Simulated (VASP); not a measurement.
# H (P4/mmm) in VASP: notebook, part 2 of 2

VASP 6.6.1. The steps go on from the part before.

### Step 3. Single point, LDA (strain -0.025 along x and y, +0.050 along z)

INCAR reads:

```
PREC = Accurate
ENCUT = 520
EDIFF = 1E-6
ISMEAR = 0
SIGMA = 0.05
LREAL = False
LASPH = True
NELM = 60
ALGO = Normal
ISIF = 2
LWAVE = False
LCHARG = True
GGA = CA
LELF = True
LVHAR = True
NBANDS = 6
```

KPOINTS reads:

```
Automatic mesh
0
Gamma
  10 10 26
```

POSCAR reads:

```
H
1.0
    2.5833977704      0.0000000000      0.0000000000
    0.0000000000      2.5833977704      0.0000000000
    0.0000000000      0.0000000000      1.0295175660
H
1
Direct
    0.0000000000      0.0000000000      0.5000000000
```

Potentials or basis: VASP PAW LDA potentials, release 64 (H).

Launch:

```sh
$ cat potpaw_LDA.64/H/POTCAR > POTCAR
$ mpirun -np 1 vasp_std > vasp.out
```

OUTCAR:

```text
PREC = Accurate
   ENCUT = 520
   EDIFF = 1E-6
   ISMEAR = 0
   LREAL = False
   LASPH = True
   NELM = 60
   ISIF = 2
   GGA = CA

 ion  position               nearest neighbor table
   1  0.000  0.000  0.500-

  LATTYP: Found a simple tetragonal cell.
 ALAT       =     2.5833977704
 C/A-ratio  =     0.3985129885

  Lattice vectors:

 A1 = (   2.5833977704,   0.0000000000,   0.0000000000)
 A2 = (   0.0000000000,   2.5833977704,   0.0000000000)
 A3 = (   0.0000000000,   0.0000000000,   1.0295175660)

Analysis of symmetry for initial positions (statically):
=====================================================================
 Subroutine PRICEL returns:
 Original cell was already a primitive cell.

 Routine SETGRP: Setting up the symmetry group for a
 simple tetragonal supercell.

 Subroutine GETGRP returns: Found 16 space group operations
 (whereof 16 operations were pure point group operations)
 out of a pool of 16 trial point group operations.

The static configuration has the point symmetry D_4h.

Analysis of symmetry for dynamics (positions and initial velocities):
=====================================================================
 Subroutine PRICEL returns:
 Original cell was already a primitive cell.

 Routine SETGRP: Setting up the symmetry group for a
 simple tetragonal supercell.

 Subroutine GETGRP returns: Found 16 space group operations
 (whereof 16 operations were pure point group operations)
 out of a pool of 16 trial point group operations.

The dynamic configuration has the point symmetry D_4h.

 Subroutine INISYM returns: Found 16 space group operations
 (whereof 16 operations are pure point group operations),
 and found     1 'primitive' translations

[... 103 lines left out ...]
   NELECT =       1.0000    total number of electrons
   NUPDOWN=      -1.0000    fix difference up-down
   EMIN   =  10.00;   EMAX   =-10.00  energy-range for DOS
   EFERMI =   0.00;   METHOD = LEGACY
   ISMEAR =     0;   SIGMA  =   0.05  broadening in eV -4-tet -1-fermi 0-gaus
   EFERMI_NEDOS =   21; number of points for ismear=-14 and -15
   IALGO  =     38    algorithm
   IMIX   =      4    mixing-type and parameters
     AMIX     =   0.40;   BMIX     =  1.00
     AMIX_MAG =   1.60;   BMIX_MAG =  1.00
  volume/ion in A,a.u.               =       6.87        46.37
  Fermi-wavevector in a.u.,A,eV,Ry     =   0.861131  1.627302 10.089362  0.741547
  Thomas-Fermi vector in A             =   1.978739
   LORBIT       =      0    0 simple, 1 ext, 2 COOP (PROOUT), +10 PAW based schemes
   GGA     = CA    functional components
   LHFCALC =     F    Hartree Fock is set to
   AEXX    =    0.0000 exact exchange contribution
   IVDW    =     0    specifies the selected vdW correction
   LEPSILON=     F    determine dielectric tensor
   LRPA    =     F    only Hartree local field effects (RPA)
 non-spin polarized calculation
 Gauss-broadening in eV      SIGMA  =   0.05
  energy-cutoff  :      520.00
  volume of cell :        6.87
 maximum number of plane-waves:       200
 NGX is ok and might be reduce to    20
   NGX =  9   NGY =  9   NGZ =  3

 number of electron       1.0000001 magnetization

 Free energy of the ion-electron system (eV)
  ---------------------------------------------------
  ext. energy  EPLUGINS =         0.00000000
  ---------------------------------------------------
  free energy    TOTEN  =        -3.12706129 eV

  energy without entropy =       -3.12693239  energy(sigma->0) =       -3.12699684

 E-fermi :  -1.8735     XC(G=0):  -7.5598

 val. band max:       -1.9011761561   @ k =   0.4000   0.4000   0.2308
 cond. band min:      -1.8460183880   @ k =   0.1000   0.1000   0.2692
 fundamental gap:      0.0551577681
 Fermi energy:        -1.8735299087

 k-point     1 :       0.0000    0.0000    0.0000
  band No.  band energies     occupation
      1     -12.2805      2.00000
      2       8.7292      0.00000
      3      14.7929      0.00000
      4      14.7929      0.00000
      5      17.3907      0.00000
      6      36.1240      0.00000
[... 199 lines left out ...]
 k-point    24 :       0.2000    0.0000    0.0385
  band No.  band energies     occupation
      1     -11.5441      2.00000
      2       5.4862      0.00000
      3      14.1384      0.00000
      4      15.7931      0.00000
      5      24.7227      0.00000
      6      29.4754      0.00000

 [... further k-points ...]
[... 5 lines left out ...]
  --------------------------------------------------------------------------------------
  -------------------------------------------------------------------------------------
  Total       -0.0223245     -0.0223245     -0.4177813      0.0000000      0.0000000      0.0000000
  in kB       -5.2056669     -5.2056669    -97.4189156      0.0000000      0.0000000      0.0000000
  external PRESSURE =     -35.9434165 kB  Pullay stress =       0.0000000 kB

 VOLUME and BASIS-vectors are now :
 -----------------------------------------------------------------------------
  energy-cutoff  :      520.00
  volume of cell :        6.87
      direct lattice vectors                 reciprocal lattice vectors
     2.583397770  0.000000000  0.000000000     0.387087119  0.000000000  0.000000000
     0.000000000  2.583397770  0.000000000     0.000000000  0.387087119  0.000000000
     0.000000000  0.000000000  1.029517566     0.000000000  0.000000000  0.971328740

 POSITION                                       TOTAL-FORCE (eV/Angst)
 -----------------------------------------------------------------------------------
      0.00000      0.00000      0.51476         0.000000      0.000000      0.000000
 -----------------------------------------------------------------------------------
    total drift:                               -0.000000      0.000000     -0.000000

  FREE ENERGIE OF THE ION-ELECTRON SYSTEM (eV)
  ---------------------------------------------------
  free  energy   TOTEN  =        -3.1270612936 eV

  energy  without entropy=       -3.1269323918  energy(sigma->0) =       -3.12699684
```

stdout:

```text
POSCAR found type information on POSCAR H
 POSCAR found :  1 types and       1 ions
 scaLAPACK will be used
 LDA part: xc-table for (Slater(with rela. corr.)+CA(PZ))
 , standard interpolation
 POSCAR, INCAR and KPOINTS ok, starting setup
 FFT: planning ... GRIDC
 FFT: planning ... GRID_SOFT
 FFT: planning ... GRID
 WAVECAR not read
 entering main loop
```

Run time: 7.2 s. Hardware: 1 thread of Intel Xeon Platinum 8259CL at 2.50GHz (Skylake/Cascade Lake), shared host; peak memory 0.11 GiB.

Results:

```yaml
Free_energy: -3.1271 eV
Pressure: -3.6 GPa
```

Caveat: the cell differs from its parent crystal (strain -0.025 along x and y, +0.050 along z).

### Step 4. Single point, LDA (strain +0.000 along x and y, +0.025 along z)

INCAR reads:

```
SYSTEM = H
PREC = Accurate
ENCUT = 520
EDIFF = 1E-6
ISMEAR = 0
SIGMA = 0.05
LREAL = .FALSE.
LASPH = .TRUE.
NELM = 100
ALGO = Normal
ISIF = 2
LWAVE = .FALSE.
LCHARG = .FALSE.
NBANDS = 6
```

KPOINTS reads:

```
regular mesh
0
G
  10 10 26
  0 0 0
```

POSCAR reads:

```
H
1.0
    2.6496387389      0.0000000000      0.0000000000
    0.0000000000      2.6496387389      0.0000000000
    0.0000000000      0.0000000000      1.0050052430
H
1
Direct
    0.0000000000      0.0000000000      0.5000000000
```

Launch:

```sh
$ cat potpaw_LDA.64/H/POTCAR > POTCAR
$ mpirun -np 1 vasp_std > vasp.out
```

Wall time 6.2 s (1 thread of Intel Xeon Platinum 8259CL at 2.50GHz (Skylake/Cascade Lake), shared host); peak memory 0.11 GiB.

The run converged. Its results:

```yaml
Free_energy: -3.1341 eV
Pressure: -1.2 GPa
```

Stress tensor (GPa, compression positive):
```
 0.04  0.00  0.00
 0.00  0.04  0.00
 0.00  0.00 -3.65
```

Levels at points of the mesh, in eV from the Fermi level:
| k point | band 1 | band 2 | band 3 | band 4 |
| --- | --- | --- | --- | --- |
| (0.00, 0.00, 0.00) | -10.67 | 9.58 | 15.56 | 15.56 |
| (0.50, 0.00, 0.00) | -9.08 | 2.27 | 16.25 | 18.71 |
| (0.50, 0.50, 0.00) | -7.81 | 6.22 | 6.22 | 9.35 |
| (0.00, 0.00, 0.50) | 22.74 | 29.71 | 44.71 | 49.79 |
| (0.50, 0.00, 0.50) | 23.71 | 32.21 | 39.34 | 39.66 |
| (0.50, 0.50, 0.50) | 24.48 | 34.29 | 43.20 | 43.20 |

Caveat: the cell differs from its parent crystal (strain +0.000 along x and y, +0.025 along z).

### Step 5. Single point, LDA (strain +0.025 along x and y, -0.050 along z)

INCAR reads:

```
PREC = Accurate ; ENCUT = 520
EDIFF = 1E-6 ; ISMEAR = 0
SIGMA = 0.05 ; LREAL = False
LASPH = True ; NELM = 100
ALGO = Normal ; ISIF = 2
LWAVE = False ; LCHARG = False
NBANDS = 6
```

KPOINTS reads:

```
regular mesh
0
Gamma
  10 10 26
```

POSCAR reads:

```
H
1.0
    2.7158797074      0.0000000000      0.0000000000
    0.0000000000      2.7158797074      0.0000000000
    0.0000000000      0.0000000000      0.9314682740
H
1
Direct
    0.0000000000      0.0000000000      0.5000000000
```

Launch:

```sh
$ cat potpaw_LDA.64/H/POTCAR > POTCAR
$ mpirun -np 1 vasp_std > vasp.out
```

It took 7.5 s on 1 thread of Intel Xeon Platinum 8259CL at 2.50GHz (Skylake/Cascade Lake), shared host; peak memory 0.11 GiB.

The run converged. Its results:

```
Free energy : -3.1048 eV
Pressure    : 7.1 GPa
```

Stress tensor (GPa, compression positive):
```
-0.60  0.00  0.00
 0.00 -0.60  0.00
 0.00  0.00 22.36
```

Levels at points of the mesh, in eV from the Fermi level:
```
           k point  band 1  band 2  band 3  band 4
(0.00, 0.00, 0.00)  -11.71    8.12   14.13   14.13
(0.50, 0.00, 0.00)  -10.41    1.69   14.60   17.01
(0.50, 0.50, 0.00)   -9.37    5.37    5.37    8.56
(0.00, 0.00, 0.50)   27.70   34.87   49.56   54.14
(0.50, 0.00, 0.50)   28.47   36.97   44.90   45.16
(0.50, 0.50, 0.50)   29.09   38.69   48.51   48.51
```

Caveat: the cell differs from its parent crystal (strain +0.025 along x and y, -0.050 along z).

### Step 6. Overview

```csv
cell,gap on the mesh (eV),pressure (GPa)
"a = 2.782, b = 2.782, c = 0.931 Å, 1 atom",none,6.6
"a = 2.583, b = 2.583, c = 1.030 Å, 1 atom",none,-3.6
"a = 2.650, b = 2.650, c = 1.005 Å, 1 atom",none,-1.2
"a = 2.716, b = 2.716, c = 0.931 Å, 1 atom",none,7.1
```

Alike in all rows: task single point; level LDA; potentials or basis VASP PAW LDA potentials, release 64 (H); no spin polarisation; k mesh 10 × 10 × 26; cutoff (eV) 520; smearing gaussian 0.05 eV.

Total energies depend on the potentials used, so only differences within one code and one set of settings carry meaning.
